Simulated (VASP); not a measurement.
# TiO2 in VASP: further runs

The runs below take TiO2 through single point, with PBE+D3(BJ).

Everything below comes from runs of VASP 6.6.1. Logs are shortened: lines on timing, memory, paths and dates and some standing lists are left out, and cuts for length are marked.

### 1 The cell of the first run

The cell holds a slab with vacuum, 24 atoms: a = 7.575 Å, b = 5.484 Å, c = 25.224 Å, α = 90.00°, β = 90.00°, γ = 110.20°.

### 2 Single point, PBE+D3(BJ)

Input file INCAR:

```
SYSTEM = TiO2
PREC = Accurate
ENCUT = 520
EDIFF = 1E-6
ISMEAR = 0
SIGMA = 0.05
LREAL = Auto
LASPH = .True.
NELM = 80
ALGO = Normal
ISIF = 2
LWAVE = .False.
LCHARG = .True.
LDIPOL = .True.
IDIPOL = 3
DIPOL = 0.5 0.5 0.435
GGA = PE
IVDW = 12
LELF = .True.
LVHAR = .True.
LVACPOTAV = .True.
NBANDS = 114
```

Input file KPOINTS:

```
Automatic mesh
0
Gamma
  2 3 1
  0 0 0
```

Input file POSCAR:

```
TiO2
1.0
    7.5747420722      0.0000000000      0.0000000000
   -1.8936855181      5.1466543507      0.0000000000
    0.0000000000      0.0000000000     25.2243571371
O Ti
16 8
Direct
    0.1576574043      0.6306296174      0.3171537715
    0.6576574043      0.6306296174      0.3171537715
    0.2995803408      0.1983213634      0.3520573148
    0.7995803408      0.1983213634      0.3520573148
    0.4777260876      0.9109043506      0.3752626829
    0.9777260876      0.9109043506      0.3752626829
    0.1196490241      0.4785960966      0.4101662261
    0.6196490241      0.4785960966      0.4101662261
    0.2222947795      0.9001607733      0.4593498404
    0.7272793156      0.8994186939      0.4573568634
    0.3618562085      0.4498545886      0.4895794510
    0.8642866879      0.4548547281      0.4926352790
    0.5469350891      0.1781530667      0.5258027808
    0.0410266863      0.1748195202      0.5264254864
    0.1957473164      0.7465209941      0.5519319863
    0.6788880205      0.7500331350      0.5504395196
    0.0676917460      0.2707669840      0.3462082272
    0.5676917460      0.2707669840      0.3462082272
    0.2096146825      0.8384587300      0.3811117705
    0.7096146825      0.8384587300      0.3811117705
    0.1342307905      0.5334310045      0.4901055326
    0.6294050201      0.5256158399      0.4908301131
    0.2673210591      0.0730679564      0.5236191270
    0.7690015880      0.0717015228      0.5182900267
```

Potentials or basis: VASP PAW PBE potentials, release 64 (O, Ti_sv).

Run with:

```bash
> cat potpaw_PBE.64/O/POTCAR potpaw_PBE.64/Ti_sv/POTCAR > POTCAR
> mpirun -np 1 vasp_std > vasp.out
```

OUTCAR:

```text
SYSTEM = TiO2
   PREC = Accurate
   ENCUT = 520
   EDIFF = 1E-6
   ISMEAR = 0
   LREAL = Auto
   LASPH = .True.
   NELM = 80
   ISIF = 2
   GGA = PE
   IVDW = 12
 IVDW          = 12

 ion  position               nearest neighbor table
   1  0.158  0.631  0.317-  19 1.94  17 1.99
   2  0.658  0.631  0.317-  20 1.94  18 1.99
   3  0.300  0.198  0.352-  17 1.94  18 1.94  19 1.99
   4  0.800  0.198  0.352-  18 1.94  17 1.94  20 1.99
   5  0.478  0.911  0.375-  19 1.94  20 1.94  18 1.99
   6  0.978  0.911  0.375-  20 1.94  19 1.94  17 1.99
   7  0.120  0.479  0.410-  17 1.94  19 1.99  21 2.04
   8  0.620  0.479  0.410-  18 1.94  20 1.99  22 2.05
   9  0.222  0.900  0.459-  23 1.85  19 2.00  21 2.04
  10  0.727  0.899  0.457-  24 1.77  20 1.95  22 2.10
  11  0.362  0.450  0.490-  22 1.92  21 1.93  23 2.12
  12  0.864  0.455  0.493-  21 1.94  22 1.95  24 2.08
  13  0.547  0.178  0.526-  24 1.97  22 1.99  23 1.99
  14  0.041  0.175  0.526-  24 1.95  23 1.98  21 2.06
  15  0.196  0.747  0.552-  23 1.83  21 1.91
  16  0.679  0.750  0.550-  24 1.84  22 1.90
  17  0.068  0.271  0.346-   7 1.94   3 1.94   4 1.94   6 1.99   1 1.99
  18  0.568  0.271  0.346-   8 1.94   4 1.94   3 1.94   5 1.99   2 1.99
  19  0.210  0.838  0.381-   5 1.94   6 1.94   1 1.94   7 1.99   3 1.99   9 2.00
  20  0.710  0.838  0.381-   6 1.94   5 1.94   2 1.94  10 1.95   8 1.99   4 1.99
  21  0.134  0.533  0.490-  15 1.91  11 1.93  12 1.94   7 2.04   9 2.04  14 2.06  23 2.90
  22  0.629  0.526  0.491-  16 1.90  11 1.92  12 1.95  13 1.99   8 2.05  10 2.10  24 2.89
  23  0.267  0.073  0.524-  15 1.83   9 1.85  14 1.98  13 1.99  11 2.12  21 2.90
  24  0.769  0.072  0.518-  10 1.77  16 1.84  14 1.95  13 1.97  12 2.08  22 2.89

  Warning from LATTYP: Monoclinic adjustment (A1->A3, A2->A1, A3->A2)!
  LATTYP: Found a simple monoclinic cell.
 ALAT       =     5.4839853981
 B/A-ratio  =     4.5996397338
 C/A-ratio  =     1.3812476734
 COS(beta)  =    -0.3453119184

  Lattice vectors:

 A1 = (  -1.8936855181,   5.1466543507,   0.0000000000)
 A2 = (   0.0000000000,   0.0000000000,  25.2243571371)
 A3 = (   7.5747420722,   0.0000000000,   0.0000000000)

Analysis of symmetry for initial positions (statically):
=====================================================================
 Subroutine PRICEL returns:
 Original cell was already a primitive cell.

 Routine SETGRP: Setting up the symmetry group for a
 simple monoclinic supercell.

 Subroutine GETGRP returns: Found  1 space group operations
 (whereof  1 operations were pure point group operations)
 out of a pool of  4 trial point group operations.

The static configuration has the point symmetry C_1 .

Analysis of symmetry for dynamics (positions and initial velocities):
=====================================================================
 Subroutine PRICEL returns:
 Original cell was already a primitive cell.

 Routine SETGRP: Setting up the symmetry group for a
 simple monoclinic supercell.

 Subroutine GETGRP returns: Found  1 space group operations
 (whereof  1 operations were pure point group operations)
 out of a pool of  4 trial point group operations.

The dynamic configuration has the point symmetry C_1 .

 Subroutine INISYM returns: Found  1 space group operations
 (whereof  1 operations are pure point group operations),
 and found     1 'primitive' translations

----------------------------------------------------------------------------------------

                                     Primitive cell

  volume of cell :     983.3609

  direct lattice vectors                    reciprocal lattice vectors
     7.574742072  0.000000000  0.000000000     0.132017697  0.048575246  0.000000000
    -1.893685518  5.146654351  0.000000000     0.000000000  0.194300983  0.000000000
     0.000000000  0.000000000 25.224357137     0.000000000  0.000000000  0.039644221

  length of vectors
     7.574742072  5.483985398 25.224357137     0.140670632  0.194300983  0.039644221

  position of ions in fractional coordinates (direct lattice)
     0.157657404  0.630629617  0.317153772
     0.657657404  0.630629617  0.317153772
     0.299580341  0.198321363  0.352057315
     0.799580341  0.198321363  0.352057315
     0.477726088  0.910904351  0.375262683
     0.977726088  0.910904351  0.375262683
[... 16 lines left out ...]
     0.267321059  0.073067956  0.523619127
     0.769001588  0.071701523  0.518290027

  ion indices of the primitive-cell ions
   primitive index   ion index
                 1           1
                 2           2
                 3           3
                 4           4
                 5           5
                 6           6
[... 16 lines left out ...]
                23          23
                24          24

----------------------------------------------------------------------------------------

 KPOINTS: Automatic mesh

Automatic generation of k-mesh.
 Grid dimensions read from file:
 generate k-points for:    2    3    1

[... 56 lines left out ...]
   EFERMI =   0.00;   METHOD = LEGACY
   ISMEAR =     0;   SIGMA  =   0.05  broadening in eV -4-tet -1-fermi 0-gaus
   EFERMI_NEDOS =   21; number of points for ismear=-14 and -15
   IALGO  =     38    algorithm
   IMIX   =      4    mixing-type and parameters
     AMIX     =   0.40;   BMIX     =  1.00
     AMIX_MAG =   1.60;   BMIX_MAG =  1.00
  volume/ion in A,a.u.               =      40.97       276.50
  Fermi-wavevector in a.u.,A,eV,Ry     =   0.949739  1.794746 12.272511  0.902004
  Thomas-Fermi vector in A             =   2.078050
   LORBIT       =      0    0 simple, 1 ext, 2 COOP (PROOUT), +10 PAW based schemes
   GGA     = PE    functional components
   LHFCALC =     F    Hartree Fock is set to
   AEXX    =    0.0000 exact exchange contribution
   IVDW    =    12    specifies the selected vdW correction
   LEPSILON=     F    determine dielectric tensor
   LRPA    =     F    only Hartree local field effects (RPA)
 non-spin polarized calculation
 Gauss-broadening in eV      SIGMA  =   0.05
  energy-cutoff  :      520.00
  volume of cell :      983.36
 maximum number of plane-waves:     26503
   NGX = 29   NGY = 21   NGZ = 93

 number of electron     191.9999989 magnetization

 dipolmoment           0.000000      0.000000      0.035834 electrons x Angstroem

 Free energy of the ion-electron system (eV)
  ---------------------------------------------------
  ext. energy  EPLUGINS =         0.00000000
  ---------------------------------------------------
  free energy    TOTEN  =      -211.30954154 eV

  energy without entropy =     -211.30954154  energy(sigma->0) =     -211.30954154

 E-fermi :  -3.6527     XC(G=0):  -3.5210

 val. band max:       -3.8969755411   @ k =   0.0000   0.0000   0.0000
 cond. band min:      -1.8191099990   @ k =   0.0000   0.0000   0.0000
 fundamental gap:      2.0778655421
 Fermi energy:        -3.6527254416

 k-point     1 :       0.0000    0.0000    0.0000
  band No.  band energies     occupation
      1     -60.6967      2.00000
      2     -60.6719      2.00000
      3     -60.5602      2.00000
      4     -60.4985      2.00000
      5     -60.4311      2.00000
      6     -60.2750      2.00000
[... 100 lines left out ...]
    107      -0.5091      0.00000
    108      -0.4766      0.00000

 k-point     2 :       0.5000    0.0000    0.0000
  band No.  band energies     occupation
      1     -60.6966      2.00000
      2     -60.6720      2.00000
      3     -60.5601      2.00000
      4     -60.4986      2.00000
      5     -60.4311      2.00000
      6     -60.2750      2.00000
[... 100 lines left out ...]
    107      -0.7550      0.00000
    108      -0.6125      0.00000

 k-point     3 :       0.0000    0.3333    0.0000
  band No.  band energies     occupation
      1     -60.6963      2.00000
      2     -60.6716      2.00000
      3     -60.5569      2.00000
      4     -60.5019      2.00000
      5     -60.4296      2.00000
      6     -60.2761      2.00000
[... 100 lines left out ...]
    107      -0.5350      0.00000
    108      -0.4806      0.00000

 k-point     4 :       0.5000    0.3333    0.0000
  band No.  band energies     occupation
      1     -60.6963      2.00000
      2     -60.6717      2.00000
      3     -60.5569      2.00000
      4     -60.5018      2.00000
      5     -60.4297      2.00000
      6     -60.2761      2.00000
[... 100 lines left out ...]
    107      -0.7332      0.00000
    108      -0.6564      0.00000
 [bands above 108 left out]

------------------------ aborting loop because EDIFF is reached ----------------------------------------

 Edisp (eV)   -3.74784

 E8    (eV) :    -1.5428

  FORCE on cell =-STRESS in cart. coord.  units (eV):
  Direction    XX          YY          ZZ          XY          YZ          ZX
  --------------------------------------------------------------------------------------
  -------------------------------------------------------------------------------------
  Total      -6.49342   -17.72978    -6.38145     0.03515    -3.56957     0.00996
  in kB     -10.57965   -28.88690   -10.39722     0.05726    -5.81585     0.01622
  external pressure =      -16.62 kB  Pullay stress =        0.00 kB

 VOLUME and BASIS-vectors are now :
 -----------------------------------------------------------------------------
  energy-cutoff  :      520.00
  volume of cell :      983.36
      direct lattice vectors                 reciprocal lattice vectors
     7.574742072  0.000000000  0.000000000     0.132017697  0.048575246  0.000000000
    -1.893685518  5.146654351  0.000000000     0.000000000  0.194300983  0.000000000
     0.000000000  0.000000000 25.224357137     0.000000000  0.000000000  0.039644221

 POSITION                                       TOTAL-FORCE (eV/Angst)
 -----------------------------------------------------------------------------------
     -0.00000      3.24563      8.00000         0.002150     -1.505490      1.061019
      3.78737      3.24563      8.00000         0.006472     -1.593846      1.005052
      1.89369      1.02069      8.88042        -0.020244      0.211315     -1.091133
      5.68106      1.02069      8.88042         0.026457      0.239584     -1.104010
      1.89369      4.68811      9.46576        -0.055166      0.291000      0.098785
      5.68106      4.68811      9.46576         0.052245      0.325556      0.020268
[... 16 lines left out ...]
      1.88652      0.37606     13.20796         0.034184     -0.869592     -1.410977
      5.68921      0.36902     13.07353        -0.061782     -0.252112      0.331786
 -----------------------------------------------------------------------------------
    total drift:                                0.009417      0.012538      0.016282

  FREE ENERGIE OF THE ION-ELECTRON SYSTEM (eV)
  ---------------------------------------------------
  free  energy   TOTEN  =      -215.0573769336 eV

  energy  without entropy=     -215.0573769336  energy(sigma->0) =     -215.05737693

 vacuum level on the upper side and lower side of the slab         2.996         2.830
```

It took 42 min on 1 thread of Intel Xeon 8259CL, shared host; peak memory 0.99 GiB.

Results:

```yaml
Free_energy: -215.0574 eV
Largest_force: 4.501 eV/Å
Band_gap_on_the_k_mesh: 2.08 eV
Dispersion_energy_per_atom: -0.156 eV
```

Forces on the atoms (eV/Å):
```
O    0.002 -1.505  1.061
O    0.006 -1.594  1.005
O   -0.020  0.211 -1.091
O    0.026  0.240 -1.104
O   -0.055  0.291  0.099
O    0.052  0.326  0.020
O   -0.042 -0.805 -0.073
O    0.042 -0.901 -0.102
O    0.009  0.219  0.385
O    0.011 -0.021 -0.213
O   -0.091 -0.178  0.337
O    0.077  0.051 -0.067
O   -0.500 -0.038  0.252
O    0.538  0.009  0.279
O   -0.139  0.571 -0.142
O    0.117  0.219 -0.356
Ti  -0.012  3.943  1.946
Ti  -0.004  4.049  1.965
Ti  -0.019 -2.067 -1.779
Ti   0.018 -2.187 -2.217
Ti  -0.054  0.019  0.399
Ti   0.064  0.270  0.475
Ti   0.034 -0.870 -1.411
Ti  -0.062 -0.252  0.332
```

Levels at points of the mesh, in eV from the valence-band top:
```tsv
k point	band 94	band 95	band 96	band 97	band 98	band 99
(0.00, 0.00, 0.00)	-0.30	-0.22	0.00	2.08	2.68	2.73
(0.50, 0.00, 0.00)	-0.27	-0.13	-0.11	2.61	2.65	2.82
```

Caveat: the k points lie up to 0.44 Å⁻¹ apart.

### 3 Single point, PBE+D3(BJ)

This run uses another cell than the first one.

Input file INCAR:

```
PREC     = Accurate       # precision mode
ENCUT    = 520            # plane-wave cutoff, eV
EDIFF    = 1E-7           # SCF threshold, eV
ISMEAR   = 0              # smearing method
SIGMA    = 0.05           # smearing width, eV
LREAL    = Auto         
LASPH    = T              # aspherical terms in the spheres
NELM     = 60             # most SCF steps
ALGO     = Normal         # electronic algorithm
ISIF     = 2              # what is computed and relaxed
LWAVE    = F              # write WAVECAR
LCHARG   = T              # write CHGCAR
LDIPOL   = T            
IDIPOL   = 3            
DIPOL    = 0.5 0.5 0.502
GGA      = PE             # functional
IVDW     = 12             # dispersion correction
LELF     = T              # ELF
LVHAR    = T            
LVACPOTAV= T            
NBANDS   = 114            # bands
```

Input file KPOINTS:

```
Automatic mesh
0
Gamma
  2 3 1
```

Input file POSCAR:

```
TiO2
1.0
    7.5747420722      0.0000000000      0.0000000000
   -1.8936855181      5.1466543507      0.0000000000
    0.0000000000      0.0000000000     21.8678571371
O Ti
16 8
Direct
    0.1576574043      0.6306296174      0.3658337417
    0.6576574043      0.6306296174      0.3658337417
    0.2995803408      0.1983213634      0.4060946340
    0.7995803408      0.1983213634      0.4060946340
    0.4777260876      0.9109043506      0.4328617968
    0.9777260876      0.9109043506      0.4328617968
    0.1196490241      0.4785960966      0.4731226891
    0.6196490241      0.4785960966      0.4731226891
    0.2261951111      0.9046788646      0.5279273499
    0.7261951111      0.9046788646      0.5279273499
    0.3657395637      0.4629664658      0.5691998021
    0.8657395637      0.4629664658      0.5691998021
    0.5460106806      0.1840281837      0.6071882587
    0.0460106806      0.1840281837      0.6071882587
    0.1908872918      0.7636402875      0.6353581229
    0.6908872918      0.7636402875      0.6353581229
    0.0676917460      0.2707669840      0.3993477693
    0.5676917460      0.2707669840      0.3993477693
    0.2096146825      0.8384587300      0.4396086616
    0.7096146825      0.8384587300      0.4396086616
    0.1342668563      0.5370974736      0.5683556687
    0.6342668563      0.5370974736      0.5683556687
    0.2699402630      0.0797012659      0.5979642523
    0.7699402630      0.0797012659      0.5979642523
```

Potentials or basis: VASP PAW PBE potentials, release 64 (O, Ti_sv).

Run with:

```bash
> cat potpaw_PBE.64/O/POTCAR potpaw_PBE.64/Ti_sv/POTCAR > POTCAR
> mpirun -np 1 vasp_std > vasp.out
```

Wall time 34 min (1 thread of Oxide Virtual Turin-like, shared host); peak memory 0.84 GiB.

The run converged. Its results:

```
Free energy                : -215.2114 eV
Largest force              : 4.534 eV/Å
Band gap on the k mesh     : 2.06 eV
Dispersion energy per atom : -0.156 eV
```

Forces on the atoms (eV/Å):
```
O    0.002 -1.529  1.034
O    0.002 -1.529  1.034
O    0.000  0.219 -1.099
O    0.000  0.219 -1.099
O    0.001  0.289  0.100
O    0.001  0.289  0.100
O    0.001 -0.753  0.254
O    0.001 -0.753  0.254
O   -0.003 -0.014 -0.056
O   -0.003 -0.014 -0.056
O   -0.002 -0.006 -0.025
O   -0.002 -0.006 -0.025
O   -0.003 -0.023  0.036
O   -0.003 -0.023  0.036
O   -0.001 -0.046  0.109
O   -0.001 -0.046  0.109
Ti   0.001  4.069  2.000
Ti   0.001  4.069  2.000
Ti  -0.001 -2.292 -2.366
Ti  -0.001 -2.292 -2.366
Ti   0.002 -0.036 -0.051
Ti   0.002 -0.036 -0.051
Ti   0.001  0.121  0.063
Ti   0.001  0.121  0.063
```

Levels at points of the mesh, in eV from the valence-band top:
```
           k point  band 94  band 95  band 96  band 97  band 98  band 99
(0.00, 0.00, 0.00)    -0.30    -0.24     0.00     2.06     2.56     2.71
(0.50, 0.00, 0.00)    -0.30    -0.12    -0.12     2.61     2.61     2.83
```

Caveat: the k points lie up to 0.44 Å⁻¹ apart.

### 4 Single point, PBE+D3(BJ)

This run uses another cell than the first one.

INCAR is that of step 3.

KPOINTS is that of step 3.

Input file POSCAR:

```
TiO2
1.0
    7.5747420773      0.0000000000      0.0000000000
   -1.8936855193      5.1466543491      0.0000000000
    0.0000000000      0.0000000000     21.8678571424
O Ti
16 8
Direct
    0.1576574046      0.6306296184      0.3658337416
    0.6576574046      0.6306296184      0.3658337416
    0.2995803411      0.1983213645      0.4060946339
    0.7995803411      0.1983213645      0.4060946339
    0.4777260877      0.9109043507      0.4328617968
    0.9777260877      0.9109043507      0.4328617968
    0.1196490242      0.4785960968      0.4731226891
    0.6196490242      0.4785960968      0.4731226891
    0.2261951129      0.9046788724      0.5279273494
    0.7261951129      0.9046788724      0.5279273494
    0.3657395715      0.4629664891      0.5691998011
    0.8657395715      0.4629664891      0.5691998011
    0.5460106879      0.1840282084      0.6071882579
    0.0460106879      0.1840282084      0.6071882579
    0.1908872992      0.7636403143      0.6353581227
    0.6908872992      0.7636403143      0.6353581227
    0.0676917461      0.2707669845      0.3993477692
    0.5676917461      0.2707669845      0.3993477692
    0.2096146827      0.8384587307      0.4396086615
    0.7096146827      0.8384587307      0.4396086615
    0.1342668658      0.5370975052      0.5683556696
    0.6342668658      0.5370975052      0.5683556696
    0.2699402717      0.0797012925      0.5979642505
    0.7699402717      0.0797012925      0.5979642505
```

Run with:

```bash
> cat potpaw_PBE.64/O/POTCAR potpaw_PBE.64/Ti_sv/POTCAR > POTCAR
> mpirun -np 1 vasp_std > vasp.out
```

Run time: 37 min. Hardware: 1 thread of Oxide Virtual Turin-like, shared host; peak memory 0.84 GiB.

The run converged. Its results:

- Free energy: -215.2114 eV
- Largest force: 4.534 eV/Å
- Band gap on the k mesh: 2.06 eV
- Dispersion energy per atom: -0.156 eV

Forces on the atoms (eV/Å):
```
O    0.002 -1.529  1.034
O    0.002 -1.529  1.034
O    0.000  0.219 -1.099
O    0.000  0.219 -1.099
O    0.001  0.289  0.100
O    0.001  0.289  0.100
O    0.001 -0.753  0.254
O    0.001 -0.753  0.254
O   -0.003 -0.014 -0.056
O   -0.003 -0.014 -0.056
O   -0.002 -0.006 -0.025
O   -0.002 -0.006 -0.025
O   -0.003 -0.023  0.036
O   -0.003 -0.023  0.036
O   -0.001 -0.046  0.109
O   -0.001 -0.046  0.109
Ti   0.001  4.069  2.000
Ti   0.001  4.069  2.000
Ti  -0.001 -2.292 -2.366
Ti  -0.001 -2.292 -2.366
Ti   0.002 -0.036 -0.051
Ti   0.002 -0.036 -0.051
Ti   0.001  0.121  0.063
Ti   0.001  0.121  0.063
```

Levels at points of the mesh, in eV from the valence-band top:
| k point | band 92 | band 93 | band 94 | band 95 | band 96 | band 97 | band 98 | band 99 | band 100 | band 101 |
| --- | --- | --- | --- | --- | --- | --- | --- | --- | --- | --- |
| (0.00, 0.00, 0.00) | -0.62 | -0.32 | -0.30 | -0.24 | 0.00 | 2.06 | 2.56 | 2.71 | 2.78 | 2.86 |
| (0.50, 0.00, 0.00) | -0.73 | -0.30 | -0.30 | -0.12 | -0.12 | 2.61 | 2.61 | 2.83 | 2.83 | 2.87 |

Caveat: the k points lie up to 0.44 Å⁻¹ apart.
